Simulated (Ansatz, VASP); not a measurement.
BiAs3: VASP beside Ansatz

```xyz
4
Lattice="4.4988 0.0000 0.0000 0.0000 4.4988 0.0000 0.0000 0.0000 4.4988" Properties=species:S:1:pos:R:3 pbc="T T T"
Bi    0.0000    0.0000    0.0000
As    0.0000    2.2494    2.2494
As    2.2494    0.0000    2.2494
As    2.2494    2.2494    0.0000
```

Alike in both runs: task single point; functional PBE; k mesh 4 × 4 × 4; occupations gaussian, width 0.1 eV; no spin polarisation.

|  | VASP | Ansatz |
| --- | --- | --- |
| version | VASP 6.6.1 | Ansatz 0.2.0 |
| potentials or method | VASP PAW PBE potentials, release 64 (Bi_d, As), cutoff 520 eV | scalar-relativistic, plane waves, PAW |
| valence electrons in the cell | 30 | 60 |

|  | VASP | Ansatz | Ansatz less VASP |
| --- | --- | --- | --- |
| gap on the k mesh at the Fermi level (eV) | none | none | - |
| pressure (GPa) | -0.6 | -0.6 | -0.01 |

A gap of «none» marks a metal or a gap that the smearing closes. VASP's potentials hold 30 valence electrons a cell and Ansatz's 60, so a difference there can come from the potentials and not from the codes.

Neither program's run includes spin-orbit coupling.
